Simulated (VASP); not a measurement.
# KBF3 (P6_3/mmc) in VASP: single point with PBE

Aim: the single point of KBF3 with PBE.

Program: VASP 6.6.1. These are calculated values, not measurements. Logs are shortened: lines on timing, memory, paths and dates and some standing lists are left out, and cuts for length are marked.

### 1 The cell of the first run

Symmetry: P6_3/mmc, No. 194, hexagonal system. The conventional cell has a = 5.886 Å, b = 5.886 Å, c = 8.866 Å, α = 90.00°, β = 90.00°, γ = 120.00°. K (site symmetry -3m) has 12 F at 2.94 to 3.05 Å and 6 B at 3.56 Å within 3.9 Å. Within 3.7 Å of K (site symmetry -6m2) lie 12 F at 2.79 to 2.97 Å and 8 B at 3.27 to 3.59 Å. Within 2.4 Å of B (site symmetry 3m) lie 6 F at 1.75 to 2.00 Å and 1 B at 2.33 Å. F (site symmetry 2/m) has 2 B at 2.00 Å and 4 F at 2.70 Å and 2 K at 2.79 Å within 2.8 Å. Within 2.3 Å of F (site symmetry mm2) lie 2 B at 1.75 Å and 2 F at 2.25 Å.

### 2 Single point, PBE

Contents of INCAR:

```
ALGO = Normal ; EDIFF = 1E-6
ENCUT = 520 ; GGA = PE
ISIF = 2 ; ISMEAR = 0
LASPH = T ; LCHARG = F
LREAL = Auto ; LWAVE = F
NBANDS = 82 ; NELM = 100
PREC = Accurate ; SIGMA = 0.1
```

Contents of KPOINTS:

```
k-points
0
Gamma
  6 6 2
```

Contents of POSCAR:

```
KBF3
1.0
    5.8856694212      0.0000000000      0.0000000000
   -2.9428347106      5.0971392370      0.0000000000
    0.0000000000      0.0000000000      8.8659919494
K B F
4 4 12
Direct
    0.0000000000      0.0000000000      0.0000000000
    0.3333333333      0.6666666667      0.2500000000
    0.0000000000      0.0000000000      0.5000000000
    0.6666666667      0.3333333333      0.7500000000
    0.6666666667      0.3333333333      0.1184057622
    0.6666666667      0.3333333333      0.3815942378
    0.3333333333      0.6666666667      0.6184057622
    0.3333333333      0.6666666667      0.8815942378
    0.5000000000      0.0000000000      0.0000000000
    0.0000000000      0.5000000000      0.0000000000
    0.5000000000      0.5000000000      0.0000000000
    0.7941371324      0.5882742649      0.2500000000
    0.4117257351      0.2058628676      0.2500000000
    0.7941371324      0.2058628676      0.2500000000
    0.5000000000      0.0000000000      0.5000000000
    0.0000000000      0.5000000000      0.5000000000
    0.5000000000      0.5000000000      0.5000000000
    0.2058628676      0.4117257351      0.7500000000
    0.5882742649      0.7941371324      0.7500000000
    0.2058628676      0.7941371324      0.7500000000
```

Potentials or basis: VASP PAW PBE potentials, release 64 (K_sv, B, F).

Run with:

```
> cat potpaw_PBE.64/K_sv/POTCAR potpaw_PBE.64/B/POTCAR potpaw_PBE.64/F/POTCAR > POTCAR
> mpirun -np 1 vasp_std > vasp.out
```

OUTCAR:

```text
EDIFF = 1E-6
   ENCUT = 520
   GGA = PE
   ISIF = 2
   ISMEAR = 0
   LASPH = T
   LREAL = Auto
   NELM = 100
   PREC = Accurate

 ion  position               nearest neighbor table
   1  0.000  0.000  0.000-
   2  0.333  0.667  0.250-   9 2.79  15 2.79  10 2.79  16 2.79  11 2.79  17 2.79
   3  0.000  0.000  0.500-
   4  0.667  0.333  0.750-   9 2.79  15 2.79  10 2.79  16 2.79  11 2.79  17 2.79
   5  0.667  0.333  0.118-  14 1.75  12 1.75  13 1.75   9 2.00  10 2.00  11 2.00
   6  0.667  0.333  0.382-  14 1.75  12 1.75  13 1.75  15 2.00  16 2.00  17 2.00
   7  0.333  0.667  0.618-  20 1.75  18 1.75  19 1.75  15 2.00  16 2.00  17 2.00
   8  0.333  0.667  0.882-  20 1.75  18 1.75  19 1.75   9 2.00  10 2.00  11 2.00
   9  0.500  0.000  0.000-   5 2.00   8 2.00   2 2.79   4 2.79
  10  0.000  0.500  0.000-   5 2.00   8 2.00   2 2.79   4 2.79
  11  0.500  0.500  0.000-   5 2.00   8 2.00   2 2.79   4 2.79
  12  0.794  0.588  0.250-   5 1.75   6 1.75
  13  0.412  0.206  0.250-   5 1.75   6 1.75
  14  0.794  0.206  0.250-   5 1.75   6 1.75
  15  0.500  0.000  0.500-   6 2.00   7 2.00   2 2.79   4 2.79
  16  0.000  0.500  0.500-   6 2.00   7 2.00   2 2.79   4 2.79
  17  0.500  0.500  0.500-   6 2.00   7 2.00   2 2.79   4 2.79
  18  0.206  0.412  0.750-   7 1.75   8 1.75
  19  0.588  0.794  0.750-   7 1.75   8 1.75
  20  0.206  0.794  0.750-   7 1.75   8 1.75

  LATTYP: Found a hexagonal cell.
 ALAT       =     5.8856694212
 C/A-ratio  =     1.5063693379

  Lattice vectors:

 A1 = (   5.8856694212,   0.0000000000,   0.0000000000)
 A2 = (  -2.9428347106,   5.0971392370,   0.0000000000)
 A3 = (   0.0000000000,   0.0000000000,   8.8659919494)

Analysis of symmetry for initial positions (statically):
=====================================================================
 Subroutine PRICEL returns:
 Original cell was already a primitive cell.

 Routine SETGRP: Setting up the symmetry group for a
 hexagonal supercell.

 Subroutine GETGRP returns: Found 24 space group operations
 (whereof 12 operations were pure point group operations)
 out of a pool of 24 trial point group operations.

The static configuration has the point symmetry D_3d.
 The point group associated with its full space group is D_6h.

Analysis of symmetry for dynamics (positions and initial velocities):
=====================================================================
 Subroutine PRICEL returns:
 Original cell was already a primitive cell.

 Routine SETGRP: Setting up the symmetry group for a
 hexagonal supercell.

 Subroutine GETGRP returns: Found 24 space group operations
 (whereof 12 operations were pure point group operations)
 out of a pool of 24 trial point group operations.

The dynamic configuration has the point symmetry D_3d.
 The point group associated with its full space group is D_6h.

 Subroutine INISYM returns: Found 24 space group operations
 (whereof 12 operations are pure point group operations),
 and found     1 'primitive' translations

----------------------------------------------------------------------------------------

                                     Primitive cell

  volume of cell :     265.9804

  direct lattice vectors                    reciprocal lattice vectors
     5.885669421  0.000000000  0.000000000     0.169904208  0.098094240  0.000000000
    -2.942834711  5.097139237  0.000000000     0.000000000  0.196188480  0.000000000
     0.000000000  0.000000000  8.865991949     0.000000000  0.000000000  0.112790538

  length of vectors
     5.885669421  5.885669421  8.865991949     0.196188480  0.196188480  0.112790538

  position of ions in fractional coordinates (direct lattice)
     0.000000000  0.000000000  0.000000000
     0.333333333  0.666666667  0.250000000
     0.000000000  0.000000000  0.500000000
     0.666666667  0.333333333  0.750000000
     0.666666667  0.333333333  0.118405762
     0.666666667  0.333333333  0.381594238
[... 12 lines left out ...]
     0.588274265  0.794137132  0.750000000
     0.205862868  0.794137132  0.750000000

  ion indices of the primitive-cell ions
   primitive index   ion index
                 1           1
                 2           2
                 3           3
                 4           4
                 5           5
                 6           6
[... 12 lines left out ...]
                19          19
                20          20

----------------------------------------------------------------------------------------

 KPOINTS: k-points

Automatic generation of k-mesh.
 Grid dimensions read from file:
 generate k-points for:    6    6    2

 Generating k-lattice:

  Cartesian coordinates                     Fractional coordinates (reciprocal lattice)
     0.028317368  0.016349040  0.000000000     0.166666667 -0.000000000  0.000000000
     0.000000000  0.032698080  0.000000000     0.000000000  0.166666667  0.000000000
     0.000000000  0.000000000  0.056395269     0.000000000  0.000000000  0.500000000

  Length of vectors
     0.032698080  0.032698080  0.056395269

  Shift w.r.t. Gamma in fractional coordinates (k-lattice)
     0.000000000  0.000000000  0.000000000

 Subroutine IBZKPT returns following result:
 ===========================================

 Found     14 irreducible k-points:

 Following reciprocal coordinates:
            Coordinates               Weight
  0.000000  0.000000  0.000000      1.000000
  0.166667  0.000000  0.000000      6.000000
  0.333333 -0.000000  0.000000      6.000000
  0.500000  0.000000  0.000000      3.000000
  0.166667  0.166667  0.000000      6.000000
  0.333333  0.166667  0.000000     12.000000
  0.333333  0.333333  0.000000      2.000000
  0.000000  0.000000  0.500000      1.000000
  0.166667  0.000000  0.500000      6.000000
  0.333333 -0.000000  0.500000      6.000000
  0.500000  0.000000  0.500000      3.000000
  0.166667  0.166667  0.500000      6.000000
  0.333333  0.166667  0.500000     12.000000
  0.333333  0.333333  0.500000      2.000000
   k-points           NKPTS =     14   k-points in BZ     NKDIM =     14   number of bands    NBANDS=     82
   number of dos      NEDOS =    301   number of ions     NIONS =     20
   total plane-waves  NPLWV = 161280
   dimension x,y,z NGX =    48 NGY =   48 NGZ =   70
   dimension x,y,z NGXF=    96 NGYF=   96 NGZF=  140
   ions per type =               4   4  12
   NGX,Y,Z   is equivalent  to a cutoff of  13.56, 13.56, 13.13 a.u.
   NGXF,Y,Z  is equivalent  to a cutoff of  27.12, 27.12, 26.25 a.u.
 SYSTEM =  unknown system
   PREC   = accura    normal or accurate (medium, high low for compatibility)
   ISTART =      0    job   : 0-new  1-cont  2-samecut
   ICHARG =      2    charge: 1-file 2-atom 10-const
   ISPIN  =      1    spin polarized calculation?
   LNONCOLLINEAR =      F non collinear calculations
   LSORBIT =      F    spin-orbit coupling
   LASPH  =      T    aspherical Exc in radial PAW
   ENCUT  =  520.0 eV  38.22 Ry    6.18 a.u.  10.94 10.94 16.48*2*pi/ulx,y,z
   NELM   =    100;   NELMIN=  2; NELMDL= -5     # of ELM steps
   EDIFF  = 0.1E-05   stopping-criterion for ELM
   LREAL  =      T    real-space projection
   EDIFFG = 0.1E-04   stopping-criterion for IOM
   NSW    =      0    number of steps for IOM
   IBRION =     -1    ionic relax: 0-MD 1-quasi-New 2-CG
   NFREE  =      0    steps in history (QN), initial steepest desc. (CG)
   ISIF   =      2    stress and relaxation
   ISYM   =      2    0-nonsym 1-usesym 2-fastsym
   POTIM  = 0.5000    time-step for ionic-motion
   TEBEG  =    0.0;   TEEND  =   0.0 temperature during run
   PSTRESS=    0.0 pullay stress
   NELECT =     132.0000    total number of electrons
   NUPDOWN=      -1.0000    fix difference up-down
   EMIN   =  10.00;   EMAX   =-10.00  energy-range for DOS
   EFERMI =   0.00;   METHOD = LEGACY
   ISMEAR =     0;   SIGMA  =   0.10  broadening in eV -4-tet -1-fermi 0-gaus
   EFERMI_NEDOS =   21; number of points for ismear=-14 and -15
   IALGO  =     38    algorithm
   IMIX   =      4    mixing-type and parameters
     AMIX     =   0.40;   BMIX     =  1.00
     AMIX_MAG =   1.60;   BMIX_MAG =  1.00
  volume/ion in A,a.u.               =      13.30        89.75
  Fermi-wavevector in a.u.,A,eV,Ry     =   1.296133  2.449336 22.857255  1.679961
  Thomas-Fermi vector in A             =   2.427609
   LORBIT       =      0    0 simple, 1 ext, 2 COOP (PROOUT), +10 PAW based schemes
   GGA     = PE    functional components
   LHFCALC =     F    Hartree Fock is set to
   AEXX    =    0.0000 exact exchange contribution
   IVDW    =     0    specifies the selected vdW correction
   LEPSILON=     F    determine dielectric tensor
   LRPA    =     F    only Hartree local field effects (RPA)
 non-spin polarized calculation
 Gauss-broadening in eV      SIGMA  =   0.10
  energy-cutoff  :      520.00
  volume of cell :      265.98
 maximum number of plane-waves:      7180
 NGX is ok and might be reduce to    48
   NGX = 21   NGY = 21   NGZ = 33

 number of electron     132.0000050 magnetization

 Free energy of the ion-electron system (eV)
  ---------------------------------------------------
  ext. energy  EPLUGINS =         0.00000000
  ---------------------------------------------------
  free energy    TOTEN  =       -85.31215236 eV

  energy without entropy =      -85.31129027  energy(sigma->0) =      -85.31172131

 E-fermi :   3.5418     XC(G=0):  -9.2366

 val. band max:        3.3623490366   @ k =   0.3333   0.1667   0.0000
 cond. band min:       3.6900729902   @ k =   0.5000   0.0000   0.0000
 fundamental gap:      0.3277239536
 Fermi energy:         3.5418485549

 k-point     1 :       0.0000    0.0000    0.0000
  band No.  band energies     occupation
      1     -28.3570      2.00000
      2     -28.3514      2.00000
      3     -27.7074      2.00000
      4     -27.7022      2.00000
      5     -24.6746      2.00000
      6     -24.6515      2.00000
[... 70 lines left out ...]
     77       7.7722      0.00000
     78       7.9568      0.00000

 k-point     2 :       0.1667    0.0000    0.0000
  band No.  band energies     occupation
      1     -28.3565      2.00000
      2     -28.3511      2.00000
      3     -27.7064      2.00000
      4     -27.7017      2.00000
      5     -24.6741      2.00000
      6     -24.6531      2.00000
[... 70 lines left out ...]
     77       7.6930      0.00000
     78       8.0917      0.00000
[... 889 lines left out ...]
     77       8.1191      0.00000
     78       8.1195      0.00000

 k-point    14 :       0.3333    0.3333    0.5000
  band No.  band energies     occupation
      1     -28.3523      2.00000
      2     -28.3523      2.00000
      3     -27.7014      2.00000
      4     -27.7014      2.00000
      5     -24.6656      2.00000
      6     -24.6656      2.00000
[... 70 lines left out ...]
     77       8.1450      0.00000
     78       8.1500      0.00000
 [bands above 78 left out]

------------------------ aborting loop because EDIFF is reached ----------------------------------------

  FORCE on cell =-STRESS in cart. coord.  units (eV):
  Direction    XX          YY          ZZ          XY          YZ          ZX
  --------------------------------------------------------------------------------------
  -------------------------------------------------------------------------------------
  Total        0.3500316      0.3500316     -0.4259740      0.0000000      0.0000000      0.0000000
  in kB        2.1084737      2.1084737     -2.5659249      0.0000000      0.0000000      0.0000000
  external PRESSURE =       0.5503409 kB  Pullay stress =       0.0000000 kB

 VOLUME and BASIS-vectors are now :
 -----------------------------------------------------------------------------
  energy-cutoff  :      520.00
  volume of cell :      265.98
      direct lattice vectors                 reciprocal lattice vectors
     5.885669421  0.000000000  0.000000000     0.169904208  0.098094240  0.000000000
    -2.942834711  5.097139237  0.000000000     0.000000000  0.196188480  0.000000000
     0.000000000  0.000000000  8.865991949     0.000000000  0.000000000  0.112790538

 POSITION                                       TOTAL-FORCE (eV/Angst)
 -----------------------------------------------------------------------------------
      0.00000      0.00000      0.00000         0.000000      0.000000     -0.000000
     -0.00000      3.39809      2.21650         0.000000      0.000000     -0.000000
      0.00000      0.00000      4.43300         0.000000      0.000000     -0.000000
      2.94283      1.69905      6.64949         0.000000      0.000000     -0.000000
      2.94283      1.69905      1.04978         0.000000      0.000000     -0.086433
      2.94283      1.69905      3.38321         0.000000      0.000000      0.086433
[... 12 lines left out ...]
      1.12537      4.04783      6.64949         0.031606      0.018248     -0.000000
     -1.12537      4.04783      6.64949        -0.031606      0.018248      0.000000
 -----------------------------------------------------------------------------------
    total drift:                               -0.000000      0.000000      0.000000

  FREE ENERGIE OF THE ION-ELECTRON SYSTEM (eV)
  ---------------------------------------------------
  free  energy   TOTEN  =       -85.3121523580 eV

  energy  without entropy=      -85.3112902660  energy(sigma->0) =      -85.31172131
```

It took 14 min on 1 thread of Intel Xeon Platinum 8259CL at 2.50GHz (Skylake/Cascade Lake), shared host; peak memory 0.49 GiB.

What came out:

```yaml
Free_energy: -85.3122 eV
Pressure: 0.1 GPa
Largest_force: 0.086 eV/Å
Band_gap_on_the_k_mesh: 0.33 eV (least direct gap 0.34 eV)
```

Forces on the atoms (eV/Å):
```
K    0.000  0.000  0.000
K    0.000  0.000  0.000
K    0.000  0.000  0.000
K    0.000  0.000  0.000
B    0.000  0.000 -0.086
B    0.000  0.000  0.086
B    0.000  0.000 -0.086
B    0.000  0.000  0.086
F    0.000  0.000  0.000
F    0.000  0.000  0.000
F    0.000  0.000  0.000
F    0.000  0.036  0.000
F   -0.032 -0.018  0.000
F    0.032 -0.018  0.000
F    0.000  0.000  0.000
F    0.000  0.000  0.000
F    0.000  0.000  0.000
F    0.000 -0.036  0.000
F    0.032  0.018  0.000
F   -0.032  0.018  0.000
```

Levels at points of the mesh, in eV from the valence-band top:
```tsv
k point	band 63	band 64	band 65	band 66	band 67	band 68	band 69	band 70
(0.00, 0.00, 0.00)	-5.43	-5.35	-2.41	-1.17	1.64	1.97	2.28	2.37
(0.50, 0.00, 0.00)	-5.47	-5.42	-0.82	-0.01	0.33	1.05	2.76	2.96
(0.00, 0.00, 0.50)	-5.40	-5.40	-1.75	-1.75	1.67	1.67	2.83	2.83
(0.50, 0.00, 0.50)	-5.44	-5.44	-0.48	-0.48	0.76	0.76	2.98	2.98
```

A k mesh can miss the band edges.
